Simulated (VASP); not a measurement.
Here is a VASP 6.6.1 calculation.

INCAR

```
SYSTEM = SiNi
PREC = Accurate
ENCUT = 690
EDIFF = 1E-6
ISMEAR = -1
SIGMA = 0.05
LREAL = .False.
LASPH = .True.
NELM = 200
ALGO = Normal
ISIF = 2
LWAVE = .False.
LCHARG = .False.
ISPIN = 2
MAGMOM = 1 1 0 0
LORBIT = 11
LMAXMIX = 4
GGA = RP
NBANDS = 34
GGA_COMPAT = .False.
```

KPOINTS

```
Automatic mesh
0
Gamma
  9 8 6
  0 0 0
```

The input POSCAR:

```
SiNi
1.0
    2.9622597754      0.0000000000      0.0000000000
    0.0000000000      3.3020501833      0.0000000000
    0.0000000000      0.0000000000      4.7084241314
Ni Si
2 2
Direct
    0.5000000000      0.5000000000      0.3424955900
    0.0000000000      0.0000000000      0.6575044100
    0.5000000000      0.5000000000      0.8431431600
    0.0000000000      0.0000000000      0.1568568400
```

Potentials or basis: VASP PAW PBE potentials, release 64 (Ni_sv_GW, Si).

The run is started by

```console
$ cat potpaw_PBE.64/Ni_sv_GW/POTCAR potpaw_PBE.64/Si/POTCAR > POTCAR
$ mpirun -np 1 vasp_std > vasp.out
```

(1) What does it give for the pressure?

(2) Estimate the band gap on the k mesh.

(3) Predict the largest force.

Answers

(1) 5.3 GPa.

(2) zero (filled and empty bands overlap).

(3) 0.090 eV/Å.

Caveat: the cell stands under pressure; the moments typed at the start vanished in this run; the PAW data sets were made with another functional, which shifts forces and pressure a little.
